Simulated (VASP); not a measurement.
# Ti7W (Fm-3m) in VASP: further runs

Ti7W is run at these levels: PBE; tasks: single point, relaxation of cell and atoms.

All numbers are computed with VASP 6.6.1; they aren't measurements. Logs are shortened: lines on timing, memory, paths and dates and some standing lists are left out, and cuts for length are marked.

### Step 1. The cell of the first run

It takes space group Fm-3m (No. 225, cubic). The conventional cell has a = 8.156 Å, b = 8.156 Å, c = 8.156 Å, α = 90.00°, β = 90.00°, γ = 90.00°. Ti (site symmetry m-3m) has 6 Ti at 2.03 Å within 2.7 Å. Ti (site symmetry 4mm) has 1 Ti at 2.03 Å and 1 W at 2.05 Å within 2.7 Å. Within 2.7 Å of W (site symmetry m-3m) lie 6 Ti at 2.05 Å.

The cell was generated, and may not be a known phase.

### Step 2. Single point, PBE

File INCAR:

```
PREC     = Accurate       # precision mode
ENCUT    = 520            # plane-wave cutoff, eV
EDIFF    = 1E-7           # SCF threshold, eV
ISMEAR   = 0              # smearing method
SIGMA    = 0.1            # smearing width, eV
LREAL    = F              # projectors in reciprocal space
LASPH    = T              # aspherical terms in the spheres
NELM     = 60             # most SCF steps
ALGO     = Normal         # electronic algorithm
ISIF     = 2              # what is computed and relaxed
LWAVE    = F              # write WAVECAR
LCHARG   = F              # write CHGCAR
GGA      = PE             # functional
NBANDS   = 59             # bands
```

File KPOINTS:

```
Automatic mesh
0
Gamma
  4 4 4
```

File POSCAR:

```
Ti7W
1.0
    0.0000000000      4.0778041400      4.0778041400
    4.0778041400      0.0000000000      4.0778041400
    4.0778041400      4.0778041400      0.0000000000
Ti W
7 1
Direct
    0.0000000000      0.0000000000      0.0000000000
    0.2490113200      0.7509886800      0.7509886800
    0.7509886800      0.2490113200      0.2490113200
    0.7509886800      0.2490113200      0.7509886800
    0.2490113200      0.7509886800      0.2490113200
    0.7509886800      0.7509886800      0.2490113200
    0.2490113200      0.2490113200      0.7509886800
    0.5000000000      0.5000000000      0.5000000000
```

Potentials or basis: VASP PAW PBE potentials, release 64 (Ti_sv, W_sv).

Started as:

```console
cat potpaw_PBE.64/Ti_sv/POTCAR potpaw_PBE.64/W_sv/POTCAR > POTCAR
mpirun -np 1 vasp_std > vasp.out
```

OUTCAR:

```text
PREC = Accurate
   ENCUT = 520
   EDIFF = 1E-7
   ISMEAR = 0
   LREAL = F
   LASPH = T
   NELM = 60
   ISIF = 2
   GGA = PE

 ion  position               nearest neighbor table
   1  0.000  0.000  0.000-   2 2.03   3 2.03   4 2.03   5 2.03   6 2.03   7 2.03
   2  0.249  0.751  0.751-   1 2.03   8 2.05   5 2.87   6 2.87   7 2.87   4 2.87   6 2.89   4 2.89
                             5 2.89   7 2.89
   3  0.751  0.249  0.249-   1 2.03   8 2.05   5 2.87   6 2.87   7 2.87   4 2.87   6 2.89   4 2.89
                             5 2.89   7 2.89
   4  0.751  0.249  0.751-   1 2.03   8 2.05   3 2.87   6 2.87   7 2.87   2 2.87   6 2.89   3 2.89
                             2 2.89   7 2.89
   5  0.249  0.751  0.249-   1 2.03   8 2.05   3 2.87   6 2.87   7 2.87   2 2.87   6 2.89   3 2.89
                             2 2.89   7 2.89
   6  0.751  0.751  0.249-   1 2.03   8 2.05   3 2.87   4 2.87   5 2.87   2 2.87   4 2.89   3 2.89
                             2 2.89   5 2.89
   7  0.249  0.249  0.751-   1 2.03   8 2.05   3 2.87   4 2.87   5 2.87   2 2.87   2 2.89   5 2.89
                             4 2.89   3 2.89
   8  0.500  0.500  0.500-   2 2.05   3 2.05   4 2.05   5 2.05   6 2.05   7 2.05

  LATTYP: Found a face centered cubic cell.
 ALAT       =     8.1556082800

  Lattice vectors:

 A1 = (   0.0000000000,   4.0778041400,   4.0778041400)
 A2 = (   4.0778041400,   0.0000000000,   4.0778041400)
 A3 = (   4.0778041400,   4.0778041400,   0.0000000000)

Analysis of symmetry for initial positions (statically):
=====================================================================
 Subroutine PRICEL returns:
 Original cell was already a primitive cell.

 Routine SETGRP: Setting up the symmetry group for a
 face centered cubic supercell.

 Subroutine GETGRP returns: Found 48 space group operations
 (whereof 48 operations were pure point group operations)
 out of a pool of 48 trial point group operations.

The static configuration has the point symmetry O_h .

Analysis of symmetry for dynamics (positions and initial velocities):
=====================================================================
 Subroutine PRICEL returns:
 Original cell was already a primitive cell.

 Routine SETGRP: Setting up the symmetry group for a
 face centered cubic supercell.

 Subroutine GETGRP returns: Found 48 space group operations
 (whereof 48 operations were pure point group operations)
 out of a pool of 48 trial point group operations.

The dynamic configuration has the point symmetry O_h .
[... 99 lines left out ...]
   NFREE  =      0    steps in history (QN), initial steepest desc. (CG)
   ISIF   =      2    stress and relaxation
   ISYM   =      2    0-nonsym 1-usesym 2-fastsym
   POTIM  = 0.5000    time-step for ionic-motion
   TEBEG  =    0.0;   TEEND  =   0.0 temperature during run
   PSTRESS=    0.0 pullay stress
   NELECT =      98.0000    total number of electrons
   NUPDOWN=      -1.0000    fix difference up-down
   EMIN   =  10.00;   EMAX   =-10.00  energy-range for DOS
   EFERMI =   0.00;   METHOD = LEGACY
   ISMEAR =     0;   SIGMA  =   0.10  broadening in eV -4-tet -1-fermi 0-gaus
   EFERMI_NEDOS =   21; number of points for ismear=-14 and -15
   IALGO  =     38    algorithm
   IMIX   =      4    mixing-type and parameters
     AMIX     =   0.40;   BMIX     =  1.00
     AMIX_MAG =   1.60;   BMIX_MAG =  1.00
  volume/ion in A,a.u.               =      16.95       114.40
  Fermi-wavevector in a.u.,A,eV,Ry     =   1.469086  2.776170 29.364272  2.158213
  Thomas-Fermi vector in A             =   2.584506
   LORBIT       =      0    0 simple, 1 ext, 2 COOP (PROOUT), +10 PAW based schemes
   GGA     = PE    functional components
   LHFCALC =     F    Hartree Fock is set to
   AEXX    =    0.0000 exact exchange contribution
   IVDW    =     0    specifies the selected vdW correction
   LEPSILON=     F    determine dielectric tensor
   LRPA    =     F    only Hartree local field effects (RPA)
 non-spin polarized calculation
 Gauss-broadening in eV      SIGMA  =   0.10
  energy-cutoff  :      520.00
  volume of cell :      135.62
 maximum number of plane-waves:      3695
 NGX is ok and might be reduce to    48
   NGX = 21   NGY = 21   NGZ = 21

 number of electron      98.0000016 magnetization

 Free energy of the ion-electron system (eV)
  ---------------------------------------------------
  ext. energy  EPLUGINS =         0.00000000
  ---------------------------------------------------
  free energy    TOTEN  =       -43.08226198 eV

  energy without entropy =      -43.00794836  energy(sigma->0) =      -43.04510517

 E-fermi :   8.1442     XC(G=0): -11.2452

 val. band max:        8.1432116027   @ k =  -0.2500   0.5000   0.2500
 cond. band min:       8.1865670274   @ k =  -0.2500   0.2500   0.0000
 fundamental gap:      0.0433554246
 Fermi energy:         8.1441958603

 k-point     1 :       0.0000    0.0000    0.0000
  band No.  band energies     occupation
      1     -65.2912      2.00000
      2     -48.9009      2.00000
      3     -48.4535      2.00000
      4     -48.4535      2.00000
      5     -48.4535      2.00000
      6     -48.3608      2.00000
[... 485 lines left out ...]
     58       9.9124      0.00000
     59      10.4935      0.00000

------------------------ aborting loop because EDIFF is reached ----------------------------------------

  FORCE on cell =-STRESS in cart. coord.  units (eV):
  Direction    XX          YY          ZZ          XY          YZ          ZX
  --------------------------------------------------------------------------------------
  -------------------------------------------------------------------------------------
  Total       56.0168138     56.0168138     56.0168138      0.0000000      0.0000000     -0.0000000
  in kB      661.7895459    661.7895459    661.7895459      0.0000000      0.0000000     -0.0000000
  external PRESSURE =     661.7895459 kB  Pullay stress =       0.0000000 kB

 VOLUME and BASIS-vectors are now :
 -----------------------------------------------------------------------------
  energy-cutoff  :      520.00
  volume of cell :      135.62
      direct lattice vectors                 reciprocal lattice vectors
     0.000000000  4.077804140  4.077804140    -0.122615011  0.122615011  0.122615011
     4.077804140  0.000000000  4.077804140     0.122615011 -0.122615011  0.122615011
     4.077804140  4.077804140  0.000000000     0.122615011  0.122615011 -0.122615011

 POSITION                                       TOTAL-FORCE (eV/Angst)
 -----------------------------------------------------------------------------------
      0.00000      0.00000      0.00000         0.000000      0.000000     -0.000000
      6.12477      4.07780      4.07780         4.695420      0.000000     -0.000000
      2.03084      4.07780      4.07780        -4.695420      0.000000     -0.000000
      4.07780      6.12477      4.07780         0.000000      4.695420     -0.000000
      4.07780      2.03084      4.07780         0.000000     -4.695420     -0.000000
      4.07780      4.07780      6.12477         0.000000      0.000000      4.695420
      4.07780      4.07780      2.03084         0.000000      0.000000     -4.695420
      4.07780      4.07780      4.07780         0.000000      0.000000     -0.000000
 -----------------------------------------------------------------------------------
    total drift:                                0.000000      0.000000      0.000000

  FREE ENERGIE OF THE ION-ELECTRON SYSTEM (eV)
  ---------------------------------------------------
  free  energy   TOTEN  =       -43.0822619845 eV

  energy  without entropy=      -43.0079483589  energy(sigma->0) =      -43.04510517
```

Run time: 66 s. Hardware: 1 thread of Intel Xeon 6975P-C (Granite Rapids), shared host; peak memory 0.34 GiB.

What came out:

```
Free energy            : -43.0823 eV
Pressure               : 66.2 GPa
Largest force          : 4.695 eV/Å
Band gap on the k mesh : zero (bands 49 and 50 overlap by 0.30 eV)
```

Forces in eV/Å, atoms in the order of the input:
```
Ti   0.000  0.000  0.000
Ti   4.695  0.000  0.000
Ti  -4.695  0.000  0.000
Ti   0.000  4.695  0.000
Ti   0.000 -4.695  0.000
Ti   0.000  0.000  4.695
Ti   0.000  0.000 -4.695
W    0.000  0.000  0.000
```

Caveat: atoms lie so close that the PAW spheres overlap strongly, which falsifies energies and pressures; the cell stands under pressure; spin-orbit coupling is left out, which moves the levels of the heavy elements; forces of over 1 eV/Å act on the atoms, so gaps and moduli don't describe the material at rest.

### Step 3. Relaxation of cell and atoms, PBE

File INCAR:

```
SYSTEM = Ti7W
PREC = Accurate
ENCUT = 600
EDIFF = 1E-6
ISMEAR = 0
SIGMA = 0.1
LREAL = .False.
LASPH = .True.
NELM = 60
ALGO = Normal
ISIF = 3
LWAVE = .False.
LCHARG = .False.
GGA = PE
IBRION = 2
NSW = 90
EDIFFG = -0.04
```

File KPOINTS:

```
regular mesh
0
Gamma
  4 4 4
  0 0 0
```

POSCAR is that of step 2.

Potentials or basis: VASP PAW PBE potentials, release 64 (Ti_sv, W_sv).

Started as:

```console
cat potpaw_PBE.64/Ti_sv/POTCAR potpaw_PBE.64/W_sv/POTCAR > POTCAR
mpirun -np 1 vasp_std > vasp.out
```

Run time: 8.6 min. Hardware: 1 thread of Intel Xeon 6975P-C (Granite Rapids), shared host; peak memory 0.36 GiB.

Results (log left out):

| Quantity | Value |
| --- | --- |
| Free energy | -55.0718 eV |
| Relaxed volume | 27.30 Å³/atom |
| Relaxed cell | a = 6.760 Å, b = 6.760 Å, c = 6.760 Å, α = 60.00°, β = 60.00°, γ = 60.00° |
| Space group after relaxing (to 0.1 Å) | Fm-3m (No. 225) |
| Energy gained by relaxing | 1498.8 meV/atom |
| Ionic steps | 9 |
| Pressure after relaxing | 0.1 GPa |
| Largest force after relaxing | 0.032 eV/Å |
| Band gap on the k mesh | zero (bands 49 and 50 overlap by 0.29 eV) |

Forces in eV/Å, atoms in the order of the input:
```
Ti   0.000  0.000  0.000
Ti  -0.032  0.000  0.000
Ti   0.032  0.000  0.000
Ti   0.000 -0.032  0.000
Ti   0.000  0.032  0.000
Ti   0.000  0.000 -0.032
Ti   0.000  0.000  0.032
W    0.000  0.000  0.000
```

The path:
| step | energy change (eV) | largest force (eV/Å) | pressure (GPa) | volume (Å³) |
| --- | --- | --- | --- | --- |
| 1 | 0.0000 | 4.6947 | 66.15 | 135.62 |
| 2 | -5.4807 | 1.3905 | -8.96 | 324.60 |
| 3 | -10.9986 | 2.3448 | 1.63 | 211.18 |
| 4 | -11.0078 | 2.3212 | 2.12 | 209.45 |
| 5 | -11.0118 | 2.2980 | 2.58 | 207.76 |
| 6 | -11.8939 | 0.6580 | -1.56 | 223.70 |
| 7 | -11.9127 | 0.4356 | -2.06 | 226.19 |
| 8 | -11.9849 | 0.0913 | 0.69 | 216.37 |
| 9 | -11.9906 | 0.0320 | 0.08 | 218.39 |

Final structure:
```
Ti W
1.0
     0.00000    4.77969    4.77969
     4.77969    0.00000    4.77969
     4.77969    4.77969    0.00000
Ti W
7 1
Direct
  0.00000 0.00000 0.00000
  0.24616 0.75384 0.75384
  0.75384 0.24616 0.24616
  0.75384 0.24616 0.75384
  0.24616 0.75384 0.24616
  0.75384 0.75384 0.24616
  0.24616 0.24616 0.75384
  0.50000 0.50000 0.50000
```

Levels at points of the mesh, in eV from the Fermi level:
| k point | band 46 | band 47 | band 48 | band 49 | band 50 | band 51 | band 52 | band 53 |
| --- | --- | --- | --- | --- | --- | --- | --- | --- |
| (0.00, 0.00, 0.00) | -0.70 | -0.41 | -0.41 | -0.17 | 0.31 | 0.31 | 0.31 | 1.14 |
| (0.50, 0.00, 0.00) | -0.51 | -0.41 | -0.41 | -0.17 | -0.17 | 0.24 | 0.24 | 0.26 |
| (0.50, 0.50, 0.00) | -0.36 | -0.26 | 0.02 | 0.12 | 0.12 | 0.16 | 0.16 | 0.20 |

Caveat: the volume moved by over 15 % at a fixed basis, so the end points are rough; spin-orbit coupling is left out, which moves the levels of the heavy elements.

The gap in the log of VASP goes by the Fermi energy; the results here count the filled bands.